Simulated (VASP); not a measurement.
Input of a VASP 6.6.1 run:

Contents of INCAR:

```
SYSTEM = Ta
PREC = Accurate ; ENCUT = 520
EDIFF = 1E-7 ; ISMEAR = -1
SIGMA = 0.1 ; LREAL = .False.
LASPH = .True. ; NELM = 60
ALGO = Normal ; ISIF = 2
LWAVE = .False. ; LCHARG = .False.
NBANDS = 12
```

File KPOINTS:

```
Automatic mesh
0
Gamma
  16 16 16
  0 0 0
```

The input POSCAR:

```
Ta
1.0
    0.0000000000      2.0713815501      2.0713815501
    2.0713815501      0.0000000000      2.0713815501
    2.0713815501      2.0713815501      0.0000000000
Ta
1
Direct
    0.0000000000      0.0000000000      0.0000000000
```

Potentials or basis: VASP PAW LDA potentials, release 64 (Ta_pv).

Launch:

```console
$ cat potpaw_LDA.64/Ta_pv/POTCAR > POTCAR
$ mpirun -np 1 vasp_std > vasp.out
```

(1) Predict the pressure.

Answers

(1) 0.7 GPa.
